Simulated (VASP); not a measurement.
## CsGaB: relaxation of cell and atoms with PBE

The system is CsGaB.

```
Cs Ga B
1.0
     4.12784    0.00000    0.00000
     0.00000    4.12784    0.00000
     0.00000    0.00000    6.96986
Cs Ga B
1 1 1
Direct
  0.50000 0.50000 0.50000
  0.50000 0.50000 0.00000
  0.00000 0.00000 0.50000
```

The cell was generated, and may not be a known phase.

```json
{
 "Program": "VASP 6.6.1",
 "Task": "relaxation of cell and atoms",
 "Functional": "PBE",
 "Potentials or basis": "VASP PAW PBE potentials, release 64 (Cs_sv, Ga_d, B)",
 "Cutoff": "600 eV",
 "k mesh": "12 × 12 × 8",
 "Occupations": "gaussian, width 0.1 eV",
 "Spin": "no spin polarisation",
 "Dipole correction": "no",
 "Further INCAR settings": "ALGO = Fast; EDIFF = 1e-07; IBRION = 2; EDIFFG = -0.01; NSW = 100; ISIF = 3"
}
```

```json
{"Relaxed volume": "42.31 Å³/atom", "Relaxed cell": "a = 4.236 Å, b = 4.236 Å, c = 7.074 Å, α = 90.00°, β = 90.00°, γ = 90.00°", "Space group after relaxing (to 0.1 Å)": "P4/mmm (No. 123)", "Energy gained by relaxing": "5.0 meV/atom", "Ionic steps": "7", "Pressure after relaxing": "0.0 GPa", "Band gap on the k mesh": "zero (an odd number of electrons rules out a gap without spin polarisation)"}
```

Step by step:
```csv
step,energy change (eV),largest force (eV/Å),pressure (GPa),volume (Å³)
1,0.0000,0.0000,0.56,118.76
2,-0.0084,0.0000,0.36,121.13
3,-0.0136,0.0000,-0.04,127.08
4,-0.0142,0.0000,0.04,125.69
5,-0.0142,0.0000,0.05,125.54
6,-0.0146,0.0000,0.03,125.95
7,-0.0149,0.0000,0.00,126.93
```

Final structure:
```
CELL_PARAMETERS angstrom
4.23572 0.00000 0.00000
0.00000 4.23572 0.00000
0.00000 0.00000 7.07447
ATOMIC_POSITIONS crystal
Cs 0.50000 0.50000 0.50000
Ga 0.50000 0.50000 0.00000
B 0.00000 0.00000 0.50000
```

Levels at points of the mesh, in eV from the Fermi level:
```
           k point  band 10  band 11  band 12  band 13  band 14  band 15
(0.00, 0.00, 0.00)    -6.21    -5.47    -0.06     1.57     1.57     1.81
(0.50, 0.00, 0.00)    -5.56    -3.84    -0.78    -0.45    -0.20    -0.11
(0.50, 0.50, 0.00)    -5.55    -5.06     0.23     0.23     0.74     1.76
(0.00, 0.00, 0.50)    -5.72    -5.61    -0.33     0.54     1.59     1.59
(0.50, 0.00, 0.50)    -5.21    -3.83    -1.25    -0.88    -0.10     0.38
(0.50, 0.50, 0.50)    -5.55    -4.73     0.01     0.01     0.60     0.82
```

It took 44 min on 1 thread of AMD EPYC 7R43 64-Core Processor (Zen 3) (shared host), peak memory 0.56 GiB.

Caveat: spin-orbit coupling is left out, which moves the levels of the heavy elements.
